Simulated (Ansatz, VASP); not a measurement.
# Two plane-wave programs on C

File INCAR:

```
SYSTEM = C
PREC = Accurate
ENCUT = 1300
EDIFF = 1E-7
ISMEAR = 0
SIGMA = 0.1
LREAL = .False.
LASPH = .True.
NELM = 120
ALGO = Normal
ISIF = 3
LWAVE = .False.
LCHARG = .False.
GGA = PE
IBRION = 2
NSW = 90
EDIFFG = -0.04
GGA_COMPAT = .False.
NELMIN = 4
```

Contents of KPOINTS:

```
Automatic mesh
0
Gamma
  8 12 8
  0 0 0
```

Contents of POSCAR:

```
C
1.0
    2.0266764400      0.0000000000      0.0000000000
    0.0000000000      1.3614597500      0.0000000000
   -0.8771826400      0.0000000000      2.3216331700
C
1
Direct
    0.5000000000      0.0000000000      0.0000000000
```

Input for Ansatz:

```yaml
crystal:
  lattice:
    - [2.02667644, 0.0, 0.0]
    - [0.0, 1.36145975, 0.0]
    - [-0.87718264, 0.0, 2.32163317]
  atoms:
    - { symbol: C, position: [0.5, 0.0, 0.0] }
basis:
  ecutwfc: 420
kpoints:
  mp_grid: { grid: [8, 12, 8] }
hamiltonian:
  xc: pbe
scf:
  occupations: { method: gaussian, width: 0.1 }
  lower_state_search: "off"
output:
  forces: true
  stress: true
  eigenvalues: true
relax:
  adjacent_minimum: "off"
  f_tol: 0.04
  max_steps: 70
  cell: { stress_tol: 0.4 }
```

Alike in both runs: task relaxation of cell and atoms; functional PBE; k mesh 8 × 12 × 8; occupations gaussian, width 0.1 eV; no spin polarisation.

```csv
,VASP,Ansatz
version,VASP 6.6.1,Ansatz 0.2.0
potentials or method,"VASP PAW PBE potentials, release 64 (C_h), cutoff 1300 eV","scalar-relativistic, plane waves, PAW"
valence electrons in the cell,4,4
```

```tsv
	VASP	Ansatz	Ansatz less VASP
gap on the k mesh at the Fermi level, each at its own relaxed structure (eV)	none	none	-
relaxed volume (Å³/atom)	11.35	12.27	+0.916
relaxed length of the cell vector where the two differ most in proportion (Å)	3.037	3.296	+0.2589
```

A gap of «none» marks a metal or a gap that the smearing closes. One of these differences is far larger than is usual between the two programs; its cause wasn't traced.

The k mesh is coarse, so the values compare programs but aren't converged. Noted on VASP's run: the volume moved by over 15 % at a fixed basis, so the end points are rough.
